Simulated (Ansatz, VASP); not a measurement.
This is a calculation of KBr for VASP 6.6.1.

The input INCAR:

```
SYSTEM = KBr
PREC     = Accurate       ! precision mode
ENCUT    = 520            ! plane-wave cutoff, eV
EDIFF    = 1E-6           ! SCF threshold, eV
ISMEAR   = 0              ! smearing method
SIGMA    = 0.022          ! smearing width, eV
LREAL    = .FALSE.        ! projectors in reciprocal space
LASPH    = .TRUE.         ! aspherical terms in the spheres
NELM     = 80             ! most SCF steps
ALGO     = Normal         ! electronic algorithm
ISIF     = 2              ! what is computed and relaxed
LWAVE    = .FALSE.        ! write WAVECAR
LCHARG   = .TRUE.         ! write CHGCAR
GGA      = PE             ! functional
LELF     = .TRUE.         ! ELF
LVHAR    = .TRUE.       
NBANDS   = 15             ! bands
```

KPOINTS

```
regular mesh
0
G
  7 7 7
  0 0 0
```

POSCAR

```
KBr
1.0
    0.0000000000      3.3000000000      3.3000000000
    3.3000000000      0.0000000000      3.3000000000
    3.3000000000      3.3000000000      0.0000000000
Br K
1 1
Direct
    0.5000000000      0.5000000000      0.5000000000
    0.0000000000      0.0000000000      0.0000000000
```

Potentials or basis: VASP PAW PBE potentials, release 64 (Br, K_sv).

The run is started by

```console
$ cat potpaw_PBE.64/Br/POTCAR potpaw_PBE.64/K_sv/POTCAR > POTCAR
$ mpirun -np 1 vasp_std > vasp.out
```

Problem. Translate it to Ansatz 0.2.0. Potentials there: all-electron LAPW, scalar-relativistic.

Solution. As run (the cutoff follows the program's own potentials):

File input.yaml:

```yaml
crystal:
  lattice:
    - [0.0, 3.3, 3.3]
    - [3.3, 0.0, 3.3]
    - [3.3, 3.3, 0.0]
  atoms:
    - { symbol: Br, position: [0.5, 0.5, 0.5] }
    - { symbol: K, position: [0.0, 0.0, 0.0] }
kpoints:
  mp_grid: { grid: [7, 7, 7] }
scf:
  occupations: { method: gaussian, width: 0.022 }
hamiltonian:
  xc: pbe
  pseudopotentials: { kind: all_electron, lapw: { basis_error: 0.001 } }
output:
  forces: true
  stress: true
  eigenvalues: true
```

Potentials or basis: all-electron LAPW, scalar-relativistic.

Run with:

```sh
$ ansatz run input.yaml --threads 1 --pin off --max-ram 3072MiB --backend cpu --events-out ev --progress --plain --runs-dir out
```

Both were run:

|  | VASP | Ansatz | Ansatz less VASP |
| --- | --- | --- | --- |
| gap on the k mesh at the Fermi level (eV) | 4.43 | 4.44 | +0.001 |
| least direct gap on the mesh (eV) | 4.43 | 4.44 | +0.001 |
| pressure (GPa) | 0.8 | 0.7 | -0.04 |

Ansatz ran all-electron here, and VASP with PAW potentials.
